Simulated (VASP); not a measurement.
# TiSi2 in VASP: single point with PBE

Aim: the single point of TiSi2 with PBE.

All numbers are computed with VASP 6.6.1; they aren't measurements. Logs are shortened: lines on timing, memory, paths and dates and some standing lists are left out, and cuts for length are marked.

## Step 1: The cell of the first run

The cell holds a slab with vacuum, 12 atoms: a = 3.548 Å, b = 3.579 Å, c = 26.572 Å, α = 90.00°, β = 90.00°, γ = 90.00°.

## Step 2: Single point, PBE

The input, INCAR:

```
  PREC = Accurate
  ENCUT = 520
  EDIFF = 1E-7
  ISMEAR = 0
  SIGMA = 0.1
  LREAL = False
  LASPH = True
  NELM = 100
  ALGO = Normal
  ISIF = 2
  LWAVE = False
  LCHARG = False
  LDIPOL = True
  IDIPOL = 3
  DIPOL = 0.5 0.5 0.495
  GGA = PE
  NBANDS = 52
```

The input, KPOINTS:

```
Automatic mesh
0
Gamma
  10 10 1
```

The input, POSCAR:

```
TiSi2
1.0
    3.5476078553      0.0000000000      0.0000000000
    0.0000000000      3.5792221406      0.0000000000
    0.0000000000      0.0000000000     26.5720507172
Si Ti
8 4
Direct
    0.0000000000      0.2500000000      0.2784307718
    0.5000000000      0.7500000000      0.2807322807
    0.0000000000      0.7500000000      0.3757156444
    0.0000000000      0.2500000000      0.4388674710
    0.5000000000      0.2500000000      0.5373784544
    0.0000000000      0.7500000000      0.5380265501
    0.5000000000      0.7500000000      0.6388944091
    0.5000000000      0.2500000000      0.7063704307
    0.5000000000      0.2500000000      0.3594723386
    0.5000000000      0.7500000000      0.4623415426
    0.0000000000      0.2500000000      0.6124097897
    0.0000000000      0.7500000000      0.7111124834
```

Potentials or basis: VASP PAW PBE potentials, release 64 (Si, Ti_sv).

Command:

```console
cat potpaw_PBE.64/Si/POTCAR potpaw_PBE.64/Ti_sv/POTCAR > POTCAR
mpirun -np 1 vasp_std > vasp.out
```

OUTCAR:

```text
PREC = Accurate
   ENCUT = 520
   EDIFF = 1E-7
   ISMEAR = 0
   LREAL = False
   LASPH = True
   NELM = 100
   ISIF = 2
   GGA = PE

 ion  position               nearest neighbor table
   1  0.000  0.250  0.278-   2 2.52   2 2.52   2 2.52   2 2.52   9 2.79   9 2.79   3 3.14   3 3.14

   2  0.500  0.750  0.281-   1 2.52   1 2.52   1 2.52   1 2.52   9 2.75   9 2.75   3 3.08   3 3.08

   3  0.000  0.750  0.376-   4 2.45   4 2.45   9 2.56   9 2.56   9 2.56   9 2.56  10 2.91  10 2.91
                             2 3.08   2 3.08   1 3.14   1 3.14
   4  0.000  0.250  0.439-   3 2.45   3 2.45  10 2.60  10 2.60  10 2.60  10 2.60   9 2.76   9 2.76

   5  0.500  0.250  0.537-   6 2.52   6 2.52   6 2.52   6 2.52  11 2.67  11 2.67  10 2.68  10 2.68

   6  0.000  0.750  0.538-   5 2.52   5 2.52   5 2.52   5 2.52  11 2.67  11 2.67  10 2.68  10 2.68

   7  0.500  0.750  0.639-   8 2.53   8 2.53  12 2.61  12 2.61  11 2.62  11 2.62  11 2.62  11 2.62

   8  0.500  0.250  0.706-  12 2.52  12 2.52  12 2.52  12 2.52   7 2.53   7 2.53
   9  0.500  0.250  0.359-   3 2.56   3 2.56   3 2.56   3 2.56   2 2.75   2 2.75   4 2.76   4 2.76
                             1 2.79   1 2.79
  10  0.500  0.750  0.462-   4 2.60   4 2.60   4 2.60   4 2.60   5 2.68   5 2.68   6 2.68   6 2.68
                             3 2.91   3 2.91
  11  0.000  0.250  0.612-   7 2.62   7 2.62   7 2.62   7 2.62   6 2.67   6 2.67   5 2.67   5 2.67

  12  0.000  0.750  0.711-   8 2.52   8 2.52   8 2.52   8 2.52   7 2.61   7 2.61

  LATTYP: Found a simple orthorhombic cell.
 ALAT       =     3.5476078553
 B/A-ratio  =     1.0089114374
 C/A-ratio  =     7.4901318863

  Lattice vectors:

 A1 = (   3.5476078553,   0.0000000000,   0.0000000000)
 A2 = (   0.0000000000,   3.5792221406,   0.0000000000)
 A3 = (   0.0000000000,   0.0000000000,  26.5720507172)

Analysis of symmetry for initial positions (statically):
=====================================================================
 Subroutine PRICEL returns:
 Original cell was already a primitive cell.

 Routine SETGRP: Setting up the symmetry group for a
 simple orthorhombic supercell.

 Subroutine GETGRP returns: Found  4 space group operations
 (whereof  2 operations were pure point group operations)
 out of a pool of  8 trial point group operations.

The static configuration has the point symmetry C_1h.
 The point group associated with its full space group is C_2v.

Analysis of symmetry for dynamics (positions and initial velocities):
=====================================================================
 Subroutine PRICEL returns:
 Original cell was already a primitive cell.

 Routine SETGRP: Setting up the symmetry group for a
 simple orthorhombic supercell.

 Subroutine GETGRP returns: Found  4 space group operations
 (whereof  2 operations were pure point group operations)
 out of a pool of  8 trial point group operations.

The dynamic configuration has the point symmetry C_1h.
 The point group associated with its full space group is C_2v.

 Subroutine INISYM returns: Found  4 space group operations
 (whereof  2 operations are pure point group operations),
 and found     1 'primitive' translations

----------------------------------------------------------------------------------------

                                     Primitive cell

  volume of cell :     337.4033

  direct lattice vectors                    reciprocal lattice vectors
     3.547607855  0.000000000  0.000000000     0.281880084  0.000000000  0.000000000
     0.000000000  3.579222141  0.000000000     0.000000000  0.279390315  0.000000000
     0.000000000  0.000000000 26.572050717     0.000000000  0.000000000  0.037633527

  length of vectors
     3.547607855  3.579222141 26.572050717     0.281880084  0.279390315  0.037633527

  position of ions in fractional coordinates (direct lattice)
     0.000000000  0.250000000  0.278430772
     0.500000000  0.750000000  0.280732281
     0.000000000  0.750000000  0.375715644
     0.000000000  0.250000000  0.438867471
     0.500000000  0.250000000  0.537378454
     0.000000000  0.750000000  0.538026550
     0.500000000  0.750000000  0.638894409
     0.500000000  0.250000000  0.706370431
     0.500000000  0.250000000  0.359472339
     0.500000000  0.750000000  0.462341543
     0.000000000  0.250000000  0.612409790
     0.000000000  0.750000000  0.711112483

  ion indices of the primitive-cell ions
   primitive index   ion index
                 1           1
                 2           2
                 3           3
                 4           4
                 5           5
                 6           6
                 7           7
                 8           8
                 9           9
                10          10
                11          11
                12          12

----------------------------------------------------------------------------------------

 KPOINTS: Automatic mesh

Automatic generation of k-mesh.
 Grid dimensions read from file:
 generate k-points for:   10   10    1

 Generating k-lattice:

  Cartesian coordinates                     Fractional coordinates (reciprocal lattice)
     0.028188008  0.000000000  0.000000000     0.100000000  0.000000000  0.000000000
     0.000000000  0.027939031  0.000000000     0.000000000  0.100000000  0.000000000
     0.000000000  0.000000000  0.037633527     0.000000000  0.000000000  1.000000000

  Length of vectors
     0.028188008  0.027939031  0.037633527

  Shift w.r.t. Gamma in fractional coordinates (k-lattice)
     0.000000000  0.000000000  0.000000000

 Subroutine IBZKPT returns following result:
 ===========================================

 Found     36 irreducible k-points:

 Following reciprocal coordinates:
            Coordinates               Weight
  0.000000  0.000000  0.000000      1.000000
  0.100000  0.000000  0.000000      2.000000
  0.200000  0.000000  0.000000      2.000000
  0.300000  0.000000  0.000000      2.000000
  0.400000  0.000000  0.000000      2.000000
  0.500000  0.000000  0.000000      1.000000
[... 16 lines left out ...]
  0.400000  0.300000  0.000000      4.000000
  0.500000  0.300000  0.000000      2.000000
 [... further k-points ...]
   k-points           NKPTS =     36   k-points in BZ     NKDIM =     36   number of bands    NBANDS=     52
   number of dos      NEDOS =    301   number of ions     NIONS =     12
   total plane-waves  NPLWV = 156800
   dimension x,y,z NGX =    28 NGY =   28 NGZ =  200
   dimension x,y,z NGXF=    56 NGYF=   56 NGZF=  400
   ions per type =               8   4
   NGX,Y,Z   is equivalent  to a cutoff of  13.12, 13.01, 12.51 a.u.
   NGXF,Y,Z  is equivalent  to a cutoff of  26.24, 26.01, 25.03 a.u.
 SYSTEM =  unknown system
   PREC   = accura    normal or accurate (medium, high low for compatibility)
   ISTART =      0    job   : 0-new  1-cont  2-samecut
   ICHARG =      2    charge: 1-file 2-atom 10-const
   ISPIN  =      1    spin polarized calculation?
   LNONCOLLINEAR =      F non collinear calculations
   LSORBIT =      F    spin-orbit coupling
   LASPH  =      T    aspherical Exc in radial PAW
   ENCUT  =  520.0 eV  38.22 Ry    6.18 a.u.   6.60  6.65 49.41*2*pi/ulx,y,z
   NELM   =    100;   NELMIN=  2; NELMDL= -5     # of ELM steps
   EDIFF  = 0.1E-06   stopping-criterion for ELM
   LREAL  =      F    real-space projection
   EDIFFG = 0.1E-05   stopping-criterion for IOM
   NSW    =      0    number of steps for IOM
   IBRION =     -1    ionic relax: 0-MD 1-quasi-New 2-CG
   NFREE  =      0    steps in history (QN), initial steepest desc. (CG)
   ISIF   =      2    stress and relaxation
   ISYM   =      2    0-nonsym 1-usesym 2-fastsym
   POTIM  = 0.5000    time-step for ionic-motion
   TEBEG  =    0.0;   TEEND  =   0.0 temperature during run
   PSTRESS=    0.0 pullay stress
   NELECT =      80.0000    total number of electrons
   NUPDOWN=      -1.0000    fix difference up-down
   EMIN   =  10.00;   EMAX   =-10.00  energy-range for DOS
   EFERMI =   0.00;   METHOD = LEGACY
   ISMEAR =     0;   SIGMA  =   0.10  broadening in eV -4-tet -1-fermi 0-gaus
   EFERMI_NEDOS =   21; number of points for ismear=-14 and -15
   IALGO  =     38    algorithm
   IMIX   =      4    mixing-type and parameters
     AMIX     =   0.40;   BMIX     =  1.00
     AMIX_MAG =   1.60;   BMIX_MAG =  1.00
  volume/ion in A,a.u.               =      28.12       189.74
  Fermi-wavevector in a.u.,A,eV,Ry     =   1.013262  1.914787 13.969097  1.026700
  Thomas-Fermi vector in A             =   2.146420
   LORBIT       =      0    0 simple, 1 ext, 2 COOP (PROOUT), +10 PAW based schemes
   GGA     = PE    functional components
   LHFCALC =     F    Hartree Fock is set to
   AEXX    =    0.0000 exact exchange contribution
   IVDW    =     0    specifies the selected vdW correction
   LEPSILON=     F    determine dielectric tensor
   LRPA    =     F    only Hartree local field effects (RPA)
 non-spin polarized calculation
 Gauss-broadening in eV      SIGMA  =   0.10
  energy-cutoff  :      520.00
  volume of cell :      337.40
 maximum number of plane-waves:      9145
 NGX is ok and might be reduce to    28
   NGX = 13   NGY = 13   NGZ = 99

 dipolmoment           0.000000      0.000000      0.028213 electrons x Angstroem

 number of electron      80.0000012 magnetization

 dipolmoment           0.000000      0.000000     -0.102777 electrons x Angstroem

 Free energy of the ion-electron system (eV)
  ---------------------------------------------------
  ext. energy  EPLUGINS =         0.00000000
  ---------------------------------------------------
  free energy    TOTEN  =       -78.51738213 eV

  energy without entropy =      -78.47685073  energy(sigma->0) =      -78.49711643

 E-fermi :   3.0214     XC(G=0):  -6.6403

 val. band max:        3.0207160377   @ k =   0.0000   0.0000   0.0000
 cond. band min:       3.0401852742   @ k =   0.3000   0.1000   0.0000
 fundamental gap:      0.0194692365
 Fermi energy:         3.0213885918

 k-point     1 :       0.0000    0.0000    0.0000
  band No.  band energies     occupation
      1     -53.7122      2.00000
      2     -53.6678      2.00000
      3     -53.6411      2.00000
      4     -53.6280      2.00000
      5     -30.1769      2.00000
      6     -29.9963      2.00000
[... 44 lines left out ...]
     51       5.3113      0.00000
     52       5.3742      0.00000

 k-point     2 :       0.1000    0.0000    0.0000
  band No.  band energies     occupation
      1     -53.7118      2.00000
      2     -53.6674      2.00000
      3     -53.6407      2.00000
      4     -53.6276      2.00000
      5     -30.1762      2.00000
      6     -29.9957      2.00000
[... 44 lines left out ...]
     51       5.2749      0.00000
     52       5.2914      0.00000

 k-point     3 :       0.2000    0.0000    0.0000
  band No.  band energies     occupation
      1     -53.7108      2.00000
      2     -53.6664      2.00000
      3     -53.6398      2.00000
      4     -53.6266      2.00000
      5     -30.1743      2.00000
      6     -29.9942      2.00000
[... 44 lines left out ...]
     51       5.3772      0.00000
     52       5.4037      0.00000
[... 1046 lines left out ...]
 k-point    23 :       0.4000    0.3000    0.0000
  band No.  band energies     occupation
      1     -53.7060      2.00000
      2     -53.6617      2.00000
      3     -53.6361      2.00000
      4     -53.6228      2.00000
      5     -30.1686      2.00000
      6     -30.0163      2.00000
[... 44 lines left out ...]
     51       5.6650      0.00000
     52       5.8466      0.00000

 k-point    24 :       0.5000    0.3000    0.0000
  band No.  band energies     occupation
      1     -53.7056      2.00000
      2     -53.6613      2.00000
      3     -53.6358      2.00000
      4     -53.6224      2.00000
      5     -30.1679      2.00000
      6     -30.0156      2.00000
[... 44 lines left out ...]
     51       5.5319      0.00000
     52       5.6539      0.00000

 [... further k-points ...]

------------------------ aborting loop because EDIFF is reached ----------------------------------------

 vacuum level on the upper side and lower side of the slab       (xc-potential included)        -0.736         0.700

  FORCE on cell =-STRESS in cart. coord.  units (eV):
  Direction    XX          YY          ZZ          XY          YZ          ZX
  --------------------------------------------------------------------------------------
  -------------------------------------------------------------------------------------
  Total       -0.7177051     -3.9137818     -0.0053760      0.0000000      0.0000000      0.0000000
  in kB       -3.4080604    -18.5847988     -0.0255283      0.0000000      0.0000000      0.0000000
  external PRESSURE =      -7.3394625 kB  Pullay stress =       0.0000000 kB

 VOLUME and BASIS-vectors are now :
 -----------------------------------------------------------------------------
  energy-cutoff  :      520.00
  volume of cell :      337.40
      direct lattice vectors                 reciprocal lattice vectors
     3.547607855  0.000000000  0.000000000     0.281880084  0.000000000  0.000000000
     0.000000000  3.579222141  0.000000000     0.000000000  0.279390315  0.000000000
     0.000000000  0.000000000 26.572050717     0.000000000  0.000000000  0.037633527

 POSITION                                       TOTAL-FORCE (eV/Angst)
 -----------------------------------------------------------------------------------
      0.00000      0.89481      7.39848         0.000000      0.000000     -0.001732
      1.77380      2.68442      7.45963         0.000000      0.000000     -0.000611
      0.00000      2.68442      9.98354         0.000000      0.000000      0.009105
      0.00000      0.89481     11.66161         0.000000      0.000000     -0.005322
      1.77380      0.89481     14.27925         0.000000      0.000000      0.001166
      0.00000      2.68442     14.29647         0.000000      0.000000      0.001971
      1.77380      2.68442     16.97673         0.000000      0.000000      0.008605
      1.77380      0.89481     18.76971         0.000000      0.000000     -0.005963
      1.77380      0.89481      9.55192         0.000000      0.000000     -0.008483
      1.77380      2.68442     12.28536         0.000000      0.000000     -0.002246
      0.00000      0.89481     16.27298         0.000000      0.000000      0.002477
      0.00000      2.68442     18.89572         0.000000      0.000000      0.001034
 -----------------------------------------------------------------------------------
    total drift:                                0.000000      0.000000     -0.000505

  FREE ENERGIE OF THE ION-ELECTRON SYSTEM (eV)
  ---------------------------------------------------
  free  energy   TOTEN  =       -78.5173821263 eV

  energy  without entropy=      -78.4768507345  energy(sigma->0) =      -78.49711643

 vacuum level on the upper side and lower side of the slab         6.644         8.133
```

Run time: 35 min. Hardware: 1 thread of Intel Xeon Platinum 8259CL at 2.50GHz (Skylake/Cascade Lake), shared host; peak memory 0.68 GiB.

What came out:

* Free energy: -78.5174 eV
* Largest force: 0.009 eV/Å
* Band gap on the k mesh: zero (bands 40 and 41 overlap by 0.97 eV)

Forces on the atoms (eV/Å):
```
Si   0.000  0.000 -0.002
Si   0.000  0.000 -0.001
Si   0.000  0.000  0.009
Si   0.000  0.000 -0.005
Si   0.000  0.000  0.001
Si   0.000  0.000  0.002
Si   0.000  0.000  0.009
Si   0.000  0.000 -0.006
Ti   0.000  0.000 -0.008
Ti   0.000  0.000 -0.002
Ti   0.000  0.000  0.002
Ti   0.000  0.000  0.001
```

Levels at points of the mesh, in eV from the Fermi level:
```csv
k point,band 36,band 37,band 38,band 39,band 40,band 41,band 42,band 43,band 44,band 45
"(0.00, 0.00, 0.00)",-1.51,-1.38,-0.90,0.00,0.58,0.60,0.69,1.05,1.07,1.13
"(0.50, 0.00, 0.00)",-0.67,-0.34,-0.33,-0.33,-0.01,0.11,0.16,1.04,1.48,1.58
"(0.00, 0.50, 0.00)",-1.27,-0.28,-0.28,-0.27,0.23,1.01,1.09,1.12,1.30,1.68
"(0.50, 0.50, 0.00)",-2.69,-1.97,-1.97,-0.71,-0.70,-0.34,-0.18,1.58,1.86,1.98
```
